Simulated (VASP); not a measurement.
# Au (I4/mmm) in VASP: notebook

Runs on Au. Level: r2SCAN. Tasks: single point.

Program: VASP 6.6.1. These are calculated values, not measurements. Logs are shortened: lines on timing, memory, paths and dates and some standing lists are left out, and cuts for length are marked.

## Step 1: The cell of the first run

Symmetry: I4/mmm, No. 139, tetragonal system. Conventional cell: a = 3.447 Å, b = 3.447 Å, c = 3.580 Å, α = 90.00°, β = 90.00°, γ = 90.00°. Within 4.0 Å of Au (site symmetry 4/mmm) lie 14 Au at 3.02 to 3.58 Å.

## Step 2: Single point, r2SCAN (strain +0.040 along x and y, +0.080 along z)

Input file POSCAR:

```
Au
1.0
   -1.7235597600      1.7235597600      1.7898505200
    1.7235597600     -1.7235597600      1.7898505200
    1.7235597600      1.7235597600     -1.7898505200
Au
1
Direct
    0.0000000000      0.0000000000      0.0000000000
```

Input file INCAR.step1:

```
ALGO = Normal ; EDIFF = 1E-4
ENCUT = 520 ; GGA = PE
ISMEAR = 0 ; LASPH = True
LCHARG = False ; LREAL = False
LWAVE = True ; NBANDS = 12
NELM = 100 ; PREC = Accurate
SIGMA = 0.15
```

Input file INCAR.step2:

```
ALGO = Normal ; EDIFF = 1E-7
ENCUT = 520 ; ISIF = 2
ISMEAR = 0 ; ISTART = 1
LASPH = True ; LCHARG = False
LMIXTAU = True ; LREAL = False
LWAVE = False ; METAGGA = R2SCAN
NBANDS = 12 ; NELM = 100
PREC = Accurate ; SIGMA = 0.15
```

Input file KPOINTS:

```
k-points
0
Gamma
  24 24 24
```

Potentials or basis: VASP PAW PBE potentials, release 64 (Au).

The run is started by

```console
$ cat potpaw_PBE.64/Au/POTCAR > POTCAR
$ cp INCAR.step1 INCAR
$ mpirun -np 1 vasp_std > vasp.out
$ cp INCAR.step2 INCAR
$ mpirun -np 1 vasp_std > vasp.out
```

OUTCAR:

```text
EDIFF = 1E-7
   ENCUT = 520
   ISIF = 2
   ISMEAR = 0
   ISTART = 1
   LASPH = True
   LREAL = False
   METAGGA = R2SCAN
   NELM = 100
   PREC = Accurate

 ion  position               nearest neighbor table
   1  0.000  0.000  0.000-

  LATTYP: Found a body centered tetragonal cell.
 ALAT       =     3.4471195200
 C/A-ratio  =     1.0384615385

  Lattice vectors:

 A1 = (  -1.7235597600,   1.7235597600,   1.7898505200)
 A2 = (   1.7235597600,  -1.7235597600,   1.7898505200)
 A3 = (   1.7235597600,   1.7235597600,  -1.7898505200)

Analysis of symmetry for initial positions (statically):
=====================================================================
 Subroutine PRICEL returns:
 Original cell was already a primitive cell.

 Routine SETGRP: Setting up the symmetry group for a
 body centered tetragonal supercell.

 Subroutine GETGRP returns: Found 16 space group operations
 (whereof 16 operations were pure point group operations)
 out of a pool of 16 trial point group operations.

The static configuration has the point symmetry D_4h.

Analysis of symmetry for dynamics (positions and initial velocities):
=====================================================================
 Subroutine PRICEL returns:
 Original cell was already a primitive cell.

 Routine SETGRP: Setting up the symmetry group for a
 body centered tetragonal supercell.

 Subroutine GETGRP returns: Found 16 space group operations
 (whereof 16 operations were pure point group operations)
 out of a pool of 16 trial point group operations.

The dynamic configuration has the point symmetry D_4h.

 Subroutine INISYM returns: Found 16 space group operations
 (whereof 16 operations are pure point group operations),
 and found     1 'primitive' translations

----------------------------------------------------------------------------------------

                                     Primitive cell

  volume of cell :      21.2681

  direct lattice vectors                    reciprocal lattice vectors
    -1.723559760  1.723559760  1.789850520     0.000000000  0.290097281  0.279352937
     1.723559760 -1.723559760  1.789850520     0.290097281  0.000000000  0.279352937
     1.723559760  1.723559760 -1.789850520     0.290097281  0.290097281  0.000000000

  length of vectors
     3.024050492  3.024050492  3.024050492     0.402733778  0.402733778  0.410259509

  position of ions in fractional coordinates (direct lattice)
     0.000000000  0.000000000  0.000000000

  ion indices of the primitive-cell ions
   primitive index   ion index
                 1           1

----------------------------------------------------------------------------------------

 KPOINTS: k-points

Automatic generation of k-mesh.
 Grid dimensions read from file:
 generate k-points for:   24   24   24

 Generating k-lattice:

  Cartesian coordinates                     Fractional coordinates (reciprocal lattice)
     0.000000000  0.012087387  0.011639706     0.041666667 -0.000000000  0.000000000
     0.012087387  0.000000000  0.011639706    -0.000000000  0.041666667  0.000000000
     0.012087387  0.012087387  0.000000000     0.000000000  0.000000000  0.041666667

  Length of vectors
     0.016780574  0.016780574  0.017094146

  Shift w.r.t. Gamma in fractional coordinates (k-lattice)
     0.000000000  0.000000000  0.000000000

 Subroutine IBZKPT returns following result:
 ===========================================

 Found   1063 irreducible k-points:

 Following reciprocal coordinates:
            Coordinates               Weight
  0.000000  0.000000  0.000000      1.000000
  0.041667  0.000000  0.000000      8.000000
  0.083333  0.000000 -0.000000      8.000000
  0.125000  0.000000 -0.000000      8.000000
  0.166667  0.000000 -0.000000      8.000000
  0.208333  0.000000 -0.000000      8.000000
[... 16 lines left out ...]
  0.416667  0.041667 -0.000000     16.000000
  0.458333  0.041667  0.000000     16.000000
 [... further k-points ...]
   k-points           NKPTS =   1063   k-points in BZ     NKDIM =   1063   number of bands    NBANDS=     12
   number of dos      NEDOS =    301   number of ions     NIONS =      1
   total plane-waves  NPLWV =  13824
   dimension x,y,z NGX =    24 NGY =   24 NGZ =   24
   dimension x,y,z NGXF=    48 NGYF=   48 NGZF=   48
   ions per type =               1
   NGX,Y,Z   is equivalent  to a cutoff of  13.19, 13.19, 13.19 a.u.
   NGXF,Y,Z  is equivalent  to a cutoff of  26.39, 26.39, 26.39 a.u.
 SYSTEM =  unknown system
   PREC   = accura    normal or accurate (medium, high low for compatibility)
   ISTART =      1    job   : 0-new  1-cont  2-samecut
   ICHARG =      0    charge: 1-file 2-atom 10-const
   ISPIN  =      1    spin polarized calculation?
   LNONCOLLINEAR =      F non collinear calculations
   LSORBIT =      F    spin-orbit coupling
   LASPH  =      T    aspherical Exc in radial PAW
   ENCUT  =  520.0 eV  38.22 Ry    6.18 a.u.   5.62  5.62  5.62*2*pi/ulx,y,z
   NELM   =    100;   NELMIN=  2; NELMDL=  0     # of ELM steps
   EDIFF  = 0.1E-06   stopping-criterion for ELM
   LREAL  =      F    real-space projection
   EDIFFG = 0.1E-05   stopping-criterion for IOM
   NSW    =      0    number of steps for IOM
   IBRION =     -1    ionic relax: 0-MD 1-quasi-New 2-CG
   NFREE  =      0    steps in history (QN), initial steepest desc. (CG)
   ISIF   =      2    stress and relaxation
   ISYM   =      2    0-nonsym 1-usesym 2-fastsym
   POTIM  = 0.5000    time-step for ionic-motion
   TEBEG  =    0.0;   TEEND  =   0.0 temperature during run
   PSTRESS=    0.0 pullay stress
   NELECT =      11.0000    total number of electrons
   NUPDOWN=      -1.0000    fix difference up-down
   EMIN   =  10.00;   EMAX   =-10.00  energy-range for DOS
   EFERMI =   0.00;   METHOD = LEGACY
   ISMEAR =     0;   SIGMA  =   0.15  broadening in eV -4-tet -1-fermi 0-gaus
   EFERMI_NEDOS =   21; number of points for ismear=-14 and -15
   IALGO  =     38    algorithm
   IMIX   =      4    mixing-type and parameters
     AMIX     =   0.40;   BMIX     =  1.00
     AMIX_MAG =   1.60;   BMIX_MAG =  1.00
  volume/ion in A,a.u.               =      21.27       143.52
  Fermi-wavevector in a.u.,A,eV,Ry     =   1.314103  2.483294 23.495430  1.726865
  Thomas-Fermi vector in A             =   2.444379
   LORBIT       =      0    0 simple, 1 ext, 2 COOP (PROOUT), +10 PAW based schemes
   METAGGA = R2SCAN    functional components
   LHFCALC =     F    Hartree Fock is set to
   AEXX    =    0.0000 exact exchange contribution
   IVDW    =     0    specifies the selected vdW correction
   LEPSILON=     F    determine dielectric tensor
   LRPA    =     F    only Hartree local field effects (RPA)
 non-spin polarized calculation
 Gauss-broadening in eV      SIGMA  =   0.15
  energy-cutoff  :      520.00
  volume of cell :       21.27
 maximum number of plane-waves:       587
   NGX = 11   NGY = 11   NGZ = 11

 number of electron      11.0000001 magnetization

 Free energy of the ion-electron system (eV)
  ---------------------------------------------------
  ext. energy  EPLUGINS =         0.00000000
  ---------------------------------------------------
  free energy    TOTEN  =       -50.35044017 eV

  energy without entropy =      -50.34643461  energy(sigma->0) =      -50.34843739

 E-fermi :   6.1275     XC(G=0): -12.1048

 val. band max:        6.1250763239   @ k =   0.5000   0.1250   0.0833
 cond. band min:       6.1308959386   @ k =   0.5000   0.2083   0.0833
 fundamental gap:      0.0058196147
 Fermi energy:         6.1274994617

 k-point     1 :       0.0000    0.0000    0.0000
  band No.  band energies     occupation
      1      -1.7988      2.00000
      2       1.9784      2.00000
      3       1.9784      2.00000
      4       2.1453      2.00000
      5       3.2940      2.00000
      6       3.4780      2.00000
      7      22.8439      0.00000
      8      23.3881      0.00000
      9      23.3881      0.00000
     10      26.8101      0.00000
     11      27.6873      0.00000
     12      27.6873      0.00000

 k-point     2 :       0.0417    0.0000    0.0000
  band No.  band energies     occupation
      1      -1.7448      2.00000
      2       1.9819      2.00000
      3       1.9866      2.00000
      4       2.1567      2.00000
      5       3.2833      2.00000
      6       3.4724      2.00000
      7      22.8258      0.00000
      8      23.3335      0.00000
      9      23.4401      0.00000
     10      26.3537      0.00000
     11      27.1511      0.00000
     12      27.4568      0.00000

 k-point     3 :       0.0833    0.0000   -0.0000
  band No.  band energies     occupation
      1      -1.5846      2.00000
      2       1.9819      2.00000
      3       1.9919      2.00000
      4       2.2203      2.00000
      5       3.2517      2.00000
      6       3.4597      2.00000
      7      22.6143      0.00000
      8      23.1459      0.00000
      9      23.5918      0.00000
     10      25.5342      0.00000
     11      26.2905      0.00000
     12      26.8386      0.00000
[... 286 lines left out ...]
 k-point    23 :       0.4167    0.0417   -0.0000
  band No.  band energies     occupation
      1       0.4099      2.00000
      2       1.3805      2.00000
      3       3.1736      2.00000
      4       3.4460      2.00000
      5       4.2136      2.00000
      6       5.5552      2.00000
      7       9.8617      0.00000
      8      18.9865      0.00000
      9      19.3664      0.00000
     10      26.0745      0.00000
     11      26.4980      0.00000
     12      28.6150      0.00000

 k-point    24 :       0.4583    0.0417    0.0000
  band No.  band energies     occupation
      1       0.4020      2.00000
      2       1.3577      2.00000
      3       3.1764      2.00000
      4       3.4717      2.00000
      5       4.3448      2.00000
      6       6.4358      0.00365
      7       8.7320      0.00000
      8      18.8424      0.00000
      9      19.1616      0.00000
     10      26.1560      0.00000
     11      26.5851      0.00000
     12      28.3922      0.00000

 [... further k-points ...]

------------------------ aborting loop because EDIFF is reached ----------------------------------------

  FORCE on cell =-STRESS in cart. coord.  units (eV):
  Direction    XX          YY          ZZ          XY          YZ          ZX
  --------------------------------------------------------------------------------------
  -------------------------------------------------------------------------------------
  Total       -2.1551140     -2.1551140     -2.1293381      0.0000000      0.0000000      0.0000000
  in kB     -162.3496607   -162.3496607   -160.4078996      0.0000000      0.0000000      0.0000000
  external PRESSURE =    -161.7024070 kB  Pullay stress =       0.0000000 kB

 VOLUME and BASIS-vectors are now :
 -----------------------------------------------------------------------------
  energy-cutoff  :      520.00
  volume of cell :       21.27
      direct lattice vectors                 reciprocal lattice vectors
    -1.723559760  1.723559760  1.789850520     0.000000000  0.290097281  0.279352937
     1.723559760 -1.723559760  1.789850520     0.290097281  0.000000000  0.279352937
     1.723559760  1.723559760 -1.789850520     0.290097281  0.290097281  0.000000000

 POSITION                                       TOTAL-FORCE (eV/Angst)
 -----------------------------------------------------------------------------------
      0.00000      0.00000      0.00000        -0.000000     -0.000000      0.000000
 -----------------------------------------------------------------------------------
    total drift:                               -0.000000      0.000000     -0.000000

  FREE ENERGIE OF THE ION-ELECTRON SYSTEM (eV)
  ---------------------------------------------------
  free  energy   TOTEN  =       -50.3504401700 eV

  energy  without entropy=      -50.3464346115  energy(sigma->0) =      -50.34843739
```

It took 8.6 min on 1 thread of Intel Xeon Platinum 8488C (Sapphire Rapids), shared host; peak memory 0.36 GiB.

What came out:

* Free energy: -50.3504 eV
* Pressure: -16.2 GPa
* Band gap on the k mesh: zero (an odd number of electrons rules out a gap without spin polarisation)

Stress tensor (GPa, compression positive):
```
-16.23   0.00   0.00
  0.00 -16.23   0.00
  0.00   0.00 -16.04
```

Levels at points of the mesh, in eV from the Fermi level:
```tsv
k point	band 4	band 5	band 6	band 7	band 8	band 9
(0.00, 0.00, 0.00)	-3.98	-2.83	-2.65	16.72	17.26	17.26
(0.50, 0.00, 0.00)	-2.62	-1.68	0.35	2.38	12.87	13.11
(0.50, 0.50, 0.00)	-2.56	-1.64	0.53	2.64	12.27	12.35
(0.50, 0.50, 0.50)	-1.90	-1.90	5.71	6.68	6.68	7.48
```

Caveat: the cell differs from its parent crystal (strain +0.040 along x and y, +0.080 along z); the cell stands under tension; the PAW data sets were made with another functional, which shifts forces and pressure a little; spin-orbit coupling is left out, which moves the levels of the heavy elements.

(Part 1 of 2 ends here.)
